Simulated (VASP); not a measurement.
Mg, 2 atoms in the cell. It takes space group P6_3/mmc (No. 194, hexagonal). The conventional cell has a = 3.138 Å, b = 3.138 Å, c = 5.090 Å, α = 90.00°, β = 90.00°, γ = 120.00°. Within 4.1 Å of Mg (site symmetry -6m2) lie 12 Mg at 3.12 to 3.14 Å. 

| Item | Value |
| --- | --- |
| Program | VASP 6.6.1 |
| Task | single point |
| Functional | PBE |
| Dispersion | D3(BJ) |
| Potentials or basis | VASP PAW PBE potentials, release 64 (Mg) |
| Cutoff | 520 eV |
| k mesh | 21 × 21 × 12 |
| Occupations | methfessel-paxton, width 0.1 eV |
| Spin | no spin polarisation |
| Dipole correction | no |
| Further INCAR settings | ALGO = Normal; EDIFF = 1e-06; NBANDS = 9 |

Potentials or basis: VASP PAW PBE potentials, release 64 (Mg).

The run is started by

```bash
$ cat potpaw_PBE.64/Mg/POTCAR > POTCAR
$ mpirun -np 1 vasp_std > vasp.out
```

Hardware: 1 thread of Intel(R) Xeon(R) 6975P-C (Granite Rapids), with other jobs on the host.

Problem. Estimate the wall time of this run.

Solution. Run time: 26 s on 1 thread of Intel(R) Xeon(R) 6975P-C (Granite Rapids), with other jobs on the host, peak memory 0.26 GiB. Counts: scf iterations 10, k points 336.
